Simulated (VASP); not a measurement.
Runs of VASP 6.6.1 on Cd4Te. The structure is that of space group Pm-3m (No. 221), or close to it. The cells are those of the table. The cell was built from a structure type or drawn by symmetry, and may not be a known phase.

| task | cell | k mesh | cutoff (eV) | gap on the mesh (eV) | pressure (GPa) | relaxed volume (Å³/atom) |
| --- | --- | --- | --- | --- | --- | --- |
| single point | a = 5.818 Å, 5 atoms | 6 × 6 × 6 | 520 | none | 0.1 | - |
| single point | a = 6.033 Å, 5 atoms | 4 × 4 × 4 | 520 | none | 0.4 | - |
| single point | a = 5.361 Å, 5 atoms | 4 × 4 × 4 | 520 | none | 7.1 | - |
| relaxation of cell and atoms | relaxed from a = 5.818 Å, 5 atoms | 6 × 6 × 6 | 600 | none | 0.0 | - |
| relaxation of cell and atoms | relaxed from a = 5.361 Å, 5 atoms | 4 × 4 × 4 | 600 | none | 0.1 | (a) |
| relaxation of cell and atoms | relaxed from a = 6.033 Å, 5 atoms | 6 × 6 × 6 | 600 | none | 0.0 | 39.48 |

Alike in all rows: level PBE; potentials or basis VASP PAW PBE potentials, release 64 (Cd, Te); no spin polarisation; smearing gaussian 0.1 eV.

Problem. Estimate the missing entries.

Solution. (a) 44.66.

Caveats: spin-orbit coupling is left out, which moves the levels of the heavy elements; the cell stands under pressure (at least some runs); the relaxation stopped at its first step, so nothing moved (at least some runs); the volume moved by over 15 % at a fixed basis, so the end points are rough (at least some runs).

A k mesh can miss the band edges, and the runs leave out spin-orbit coupling on Cd, Te.

A gap of «none» marks levels without a gap at the run's occupations.
